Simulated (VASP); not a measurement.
Al2Ru, 6 atoms in the cell. It takes space group Fddd (No. 70, orthorhombic). The conventional cell has a = 4.701 Å, b = 7.975 Å, c = 8.770 Å, α = 90.00°, β = 90.00°, γ = 90.00°. Within 3.4 Å of Al (site symmetry 2) lie 5 Ru at 2.57 to 2.72 Å and 9 Al at 2.59 to 3.19 Å. Within 3.4 Å of Ru (site symmetry 222) lie 10 Al at 2.57 to 2.72 Å and 4 Ru at 3.19 Å. 

| Property | Result |
| --- | --- |
| Program | VASP 6.6.1 |
| Task | single point |
| Functional | PBEsol |
| Potentials or basis | VASP PAW PBE potentials, release 64 (Al, Ru_pv) |
| Cutoff | 520 eV |
| k mesh | 10 × 10 × 10 |
| Occupations | gaussian, width 0.01 eV |
| Spin | no spin polarisation |
| Dipole correction | no |
| Further INCAR settings | ALGO = Normal; EDIFF = 1e-06; NBANDS = 29 |

Potentials or basis: VASP PAW PBE potentials, release 64 (Al, Ru_pv).

Command:

```console
$ cat potpaw_PBE.64/Al/POTCAR potpaw_PBE.64/Ru_pv/POTCAR > POTCAR
$ mpirun -np 1 vasp_std > vasp.out
```

Hardware: 1 thread of Intel(R) Xeon(R) Platinum 8488C (Sapphire Rapids), with other jobs on the host.

**Question.** How long does it take, and how much memory?

**Answer.** It took 6.5 min on 1 thread of Intel(R) Xeon(R) Platinum 8488C (Sapphire Rapids) (shared host), peak memory 0.47 GiB. Counts: scf iterations 13, k points 171.
